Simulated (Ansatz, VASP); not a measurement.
One calculation of BN, two programs

```
B N
1.0
     2.21463    0.00000    0.00000
    -1.10732    2.15498    0.00000
     0.00000    0.00000    7.20975
B N
2 2
Direct
  0.32187 0.64375 0.25000
  0.67813 0.35625 0.75000
  0.35589 0.71177 0.75000
  0.64411 0.28823 0.25000
```

Change from the starting cell: normal strain along x -0.1100, normal strain along z +0.1100.

Alike in both runs: functional LDA; k mesh 12 × 12 × 4; occupations gaussian, width 0.05 eV; no spin polarisation.

Ansatz relaxed the structure, and its values are those at the end. VASP's run is a single point on that final structure, the one shown.

|  | VASP | Ansatz |
| --- | --- | --- |
| version | VASP 6.6.1 | Ansatz 0.2.0 |
| potentials or method | VASP PAW LDA potentials, release 64 (B, N), cutoff 520 eV | scalar-relativistic, plane waves, PAW |
| valence electrons in the cell | 16 | 16 |

VASP gave:

| Quantity | Value |
| --- | --- |
| gap on the k mesh at the Fermi level (eV) | 3.57 |
| least direct gap on the mesh (eV) | 3.95 |
| pressure (GPa) | 50.9 |
| rms of the force components (eV/Å) | 0.006 |

Task: Which values does Ansatz return?

Result: gap on the k mesh at the Fermi level (eV): 3.58; least direct gap on the mesh (eV): 3.96; pressure (GPa): 50.4; rms of the force components (eV/Å): 0.001.

Ansatz warns that its potentials were made for another functional, while VASP's fit it. LDA's correlation is that of Perdew and Zunger in VASP and of Perdew and Wang (1992) in Ansatz. Both programs put the cell under a high pressure, so it lies far from rest at this level. Ansatz's warnings: stress scf threshold loose.
